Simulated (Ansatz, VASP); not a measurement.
# AlInAsP3 in VASP and in Ansatz

```
CELL_PARAMETERS angstrom
5.46704 0.00000 0.00000
-2.73352 4.73460 0.00000
0.00000 0.00000 5.16169
ATOMIC_POSITIONS crystal
Al 0.66667 0.33333 0.00000
In 0.00000 0.00000 0.00000
P 0.60272 0.80136 0.50000
P 0.19864 0.80136 0.50000
P 0.19864 0.39728 0.50000
As 0.33333 0.66667 0.00000
```

Change from the starting cell: species swapped into the LaAlCuNi3 type (P-6m2, No. 187).

Alike in both runs: functional PBE; k mesh 12 × 12 × 8; occupations gaussian, width 0.1 eV; no spin polarisation.

Ansatz relaxed the structure, and its values are those at the end. VASP's run is a single point on that final structure, the one shown.

```csv
,VASP,Ansatz
version,VASP 6.6.1,Ansatz 0.2.0
potentials or method,"VASP PAW PBE potentials, release 64 (Al, In_d, P, As), cutoff 500 eV","scalar-relativistic, plane waves, PAW"
valence electrons in the cell,36,46
```

```csv
,VASP,Ansatz,Ansatz less VASP
gap on the k mesh at the Fermi level (eV),none,none,-
pressure (GPa),-0.1,0.0,+0.13
rms of the force components (eV/Å),0.036,0.002,-0.0345
```

A gap of «none» marks a metal or a gap that the smearing closes. VASP's potentials hold 36 valence electrons a cell and Ansatz's 46, so a difference there can come from the potentials and not from the codes.
